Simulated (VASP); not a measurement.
# Cs (P6/mmm) in VASP: notebook, part 2 of 2

VASP 6.6.1.

**4. Single point, PBE**

This run uses another cell than the first one, of 60.61 Å³/atom, 1.250 times its volume.

The input, INCAR:

```
SYSTEM = Cs
  PREC = Accurate
  ENCUT = 520
  EDIFF = 1E-7
  ISMEAR = -1
  SIGMA = 0.08
  LREAL = .FALSE.
  LASPH = .TRUE.
  NELM = 100
  ALGO = Normal
  ISIF = 2
  LWAVE = .FALSE.
  LCHARG = .FALSE.
  GGA = PE
  NBANDS = 10
```

The input, KPOINTS:

```
Automatic mesh
0
G
  8 8 8
  0 0 0
```

The input, POSCAR:

```
Cs
1.0
    4.2067929424      0.0000000000      0.0000000000
   -2.1033964712      3.6431895566      0.0000000000
    0.0000000000      0.0000000000      3.9543853658
Cs
1
Direct
    0.0000000000      0.0000000000      0.0000000000
```

Potentials or basis: VASP PAW PBE potentials, release 64 (Cs_sv).

Run with:

```console
$ cat potpaw_PBE.64/Cs_sv/POTCAR > POTCAR
$ mpirun -np 1 vasp_std > vasp.out
```

OUTCAR:

```text
SYSTEM = Cs
   PREC = Accurate
   ENCUT = 520
   EDIFF = 1E-7
   ISMEAR = -1
   LREAL = .FALSE.
   LASPH = .TRUE.
   NELM = 100
   ISIF = 2
   GGA = PE

 ion  position               nearest neighbor table
   1  0.000  0.000  0.000-

  LATTYP: Found a hexagonal cell.
 ALAT       =     4.2067929424
 C/A-ratio  =     0.9400000000

  Lattice vectors:

 A1 = (   4.2067929424,   0.0000000000,   0.0000000000)
 A2 = (  -2.1033964712,   3.6431895566,   0.0000000000)
 A3 = (   0.0000000000,   0.0000000000,   3.9543853658)

Analysis of symmetry for initial positions (statically):
=====================================================================
 Subroutine PRICEL returns:
 Original cell was already a primitive cell.

 Routine SETGRP: Setting up the symmetry group for a
 hexagonal supercell.

 Subroutine GETGRP returns: Found 24 space group operations
 (whereof 24 operations were pure point group operations)
 out of a pool of 24 trial point group operations.

The static configuration has the point symmetry D_6h.

Analysis of symmetry for dynamics (positions and initial velocities):
=====================================================================
 Subroutine PRICEL returns:
 Original cell was already a primitive cell.

 Routine SETGRP: Setting up the symmetry group for a
 hexagonal supercell.

 Subroutine GETGRP returns: Found 24 space group operations
 (whereof 24 operations were pure point group operations)
 out of a pool of 24 trial point group operations.

The dynamic configuration has the point symmetry D_6h.

 Subroutine INISYM returns: Found 24 space group operations
 (whereof 24 operations are pure point group operations),
 and found     1 'primitive' translations

----------------------------------------------------------------------------------------

                                     Primitive cell

  volume of cell :      60.6055

  direct lattice vectors                    reciprocal lattice vectors
[... 103 lines left out ...]
   IMIX   =      4    mixing-type and parameters
     AMIX     =   0.40;   BMIX     =  1.00
     AMIX_MAG =   1.60;   BMIX_MAG =  1.00
  volume/ion in A,a.u.               =      60.61       408.99
  Fermi-wavevector in a.u.,A,eV,Ry     =   0.866932  1.638264 10.225746  0.751571
  Thomas-Fermi vector in A             =   1.985393
   LORBIT       =      0    0 simple, 1 ext, 2 COOP (PROOUT), +10 PAW based schemes
   GGA     = PE    functional components
   LHFCALC =     F    Hartree Fock is set to
   AEXX    =    0.0000 exact exchange contribution
   IVDW    =     0    specifies the selected vdW correction
   LEPSILON=     F    determine dielectric tensor
   LRPA    =     F    only Hartree local field effects (RPA)
 non-spin polarized calculation
  energy-cutoff  :      520.00
  volume of cell :       60.61
 maximum number of plane-waves:      1643
 NGX is ok and might be reduce to    32
   NGX = 15   NGY = 15   NGZ = 15

 number of electron       8.9999999 magnetization

 Free energy of the ion-electron system (eV)
  ---------------------------------------------------
  ext. energy  EPLUGINS =         0.00000000
  ---------------------------------------------------
  free energy    TOTEN  =        -0.42356165 eV

  energy without entropy =       -0.38179177  energy(sigma->0) =       -0.40267671

 E-fermi :   2.5393     XC(G=0):  -7.3278

 val. band max:        2.5248854204   @ k =   0.2500   0.1250   0.5000
 cond. band min:       2.5452256040   @ k =   0.3750   0.2500   0.5000
 fundamental gap:      0.0203401836
 Fermi energy:         2.5393294265

 k-point     1 :       0.0000    0.0000    0.0000
  band No.  band energies     occupation
      1     -21.3120      2.00000
      2      -7.6445      2.00000
      3      -7.6445      2.00000
      4      -7.5697      2.00000
      5       0.5283      2.00000
      6       3.6946      0.00000
      7       5.3704      0.00000
      8       5.3704      0.00000
      9       8.7854      0.00000
     10       9.3405      0.00000
[... 287 lines left out ...]
 k-point    24 :       0.3750    0.0000    0.2500
  band No.  band energies     occupation
      1     -21.1627      2.00000
      2      -8.4727      2.00000
      3      -8.0321      2.00000
      4      -7.7875      2.00000
      5       2.6512      0.39607
      6       3.3897      0.00005
      7       5.8479      0.00000
      8       6.5121      0.00000
      9       6.6401      0.00000
     10       8.5167      0.00000

 [... further k-points ...]
[... 5 lines left out ...]
  --------------------------------------------------------------------------------------
  -------------------------------------------------------------------------------------
  Total        1.1167467      1.1167467      0.9285537      0.0000000      0.0000000      0.0000000
  in kB       29.5225172     29.5225172     24.5474118      0.0000000      0.0000000      0.0000000
  external PRESSURE =      27.8641487 kB  Pullay stress =       0.0000000 kB

 VOLUME and BASIS-vectors are now :
 -----------------------------------------------------------------------------
  energy-cutoff  :      520.00
  volume of cell :       60.61
      direct lattice vectors                 reciprocal lattice vectors
     4.206792942  0.000000000  0.000000000     0.237710772  0.137242378  0.000000000
    -2.103396471  3.643189557  0.000000000     0.000000000  0.274484757  0.000000000
     0.000000000  0.000000000  3.954385366     0.000000000  0.000000000  0.252883801

 POSITION                                       TOTAL-FORCE (eV/Angst)
 -----------------------------------------------------------------------------------
      0.00000      0.00000      0.00000         0.000000      0.000000      0.000000
 -----------------------------------------------------------------------------------
    total drift:                                0.000000     -0.000000     -0.000000

  FREE ENERGIE OF THE ION-ELECTRON SYSTEM (eV)
  ---------------------------------------------------
  free  energy   TOTEN  =        -0.4235616464 eV

  energy  without entropy=       -0.3817917685  energy(sigma->0) =       -0.40267671
```

Run time: 10 s. Hardware: 1 thread of Intel Xeon Platinum 8559C (Emerald Rapids), shared host; peak memory 0.18 GiB.

What came out:

| Item | Value |
| --- | --- |
| Free energy | -0.4236 eV |
| Pressure | 2.8 GPa |

Levels at points of the mesh, in eV from the Fermi level:
```tsv
k point	band 2	band 3	band 4	band 5	band 6	band 7	band 8	band 9
(0.00, 0.00, 0.00)	-10.18	-10.18	-10.11	-2.01	1.16	2.83	2.83	6.25
(0.50, 0.00, 0.00)	-11.24	-10.42	-9.98	-0.26	1.65	2.04	3.88	6.14
(0.00, 0.00, 0.50)	-11.27	-10.07	-10.07	0.14	1.39	3.55	3.55	4.14
(0.50, 0.00, 0.50)	-11.04	-11.03	-10.29	-0.48	1.05	3.02	3.86	5.28
```

Caveat: spin-orbit coupling is left out, which moves the levels of the heavy elements.
